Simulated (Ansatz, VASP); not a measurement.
**Si: VASP beside Ansatz**

```
Si
1.0
     5.46952    0.00000    0.00000
     0.00000    2.73476   -2.73476
     0.00000    8.20428    8.20428
Si
12
Direct
  0.50000 0.00000 0.33333
  0.00000 0.50000 0.50000
  0.50000 0.00000 0.66667
  0.00000 0.50000 0.83333
  0.50000 0.00000 0.00000
  0.00000 0.50000 0.16667
  0.75000 0.00000 0.50000
  0.25000 0.50000 0.66667
  0.75000 0.00000 0.83333
  0.25000 0.50000 0.00000
  0.75000 0.00000 0.16667
  0.25000 0.50000 0.33333
```

Alike in both runs: task single point; functional PBE; k mesh 5 × 7 × 3; occupations gaussian, width 0.05 eV; no spin polarisation.

|  | VASP | Ansatz |
| --- | --- | --- |
| version | VASP 6.6.1 | Ansatz 0.2.0 |
| potentials or method | VASP PAW PBE potentials, release 64 (Si), cutoff 520 eV | scalar-relativistic, plane waves, PAW |
| valence electrons in the cell | 48 | 48 |

|  | VASP | Ansatz | Ansatz less VASP |
| --- | --- | --- | --- |
| gap on the k mesh at the Fermi level (eV) | 0.62 | 0.62 | -0.001 |
| least direct gap on the mesh (eV) | 0.75 | 0.75 | -0.001 |
| pressure (GPa) | 0.0 | 0.0 | +0.06 |
